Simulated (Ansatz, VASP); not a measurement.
## Al2Ru: VASP beside Ansatz

```
Al Ru
1.0
    -1.54941    1.54941    4.17591
     1.54941   -1.54941    4.17591
     1.54941    1.54941   -4.17591
Al Ru
2 1
Direct
  0.65908 0.65908 0.00000
  0.34092 0.34092 0.00000
  0.00000 0.00000 0.00000
```

Alike in both runs: functional LDA; k mesh 18 × 18 × 18; occupations gaussian, width 0.1 eV; no spin polarisation.

Ansatz relaxed the structure, and its values are those at the end. VASP's run is a single point on that final structure, the one shown.

```csv
,VASP,Ansatz
version,VASP 6.6.1,Ansatz 0.2.0
potentials or method,"VASP PAW LDA potentials, release 64 (Al, Ru_pv), cutoff 520 eV","scalar-relativistic, plane waves, PAW"
valence electrons in the cell,20,22
```

Ansatz gave:

```
gap on the k mesh at the Fermi level (eV) : none
pressure (GPa)                            : 0.0
rms of the force components (eV/Å)        : 0.000
```

Estimate VASP's values.

gap on the k mesh at the Fermi level (eV): none; pressure (GPa): 0.4; rms of the force components (eV/Å): 0.007.

LDA's correlation is that of Perdew and Zunger in VASP and of Perdew and Wang (1992) in Ansatz. A gap of «none» marks a metal or a gap that the smearing closes. VASP's potentials hold 20 valence electrons a cell and Ansatz's 22, so a difference there can come from the potentials and not from the codes.
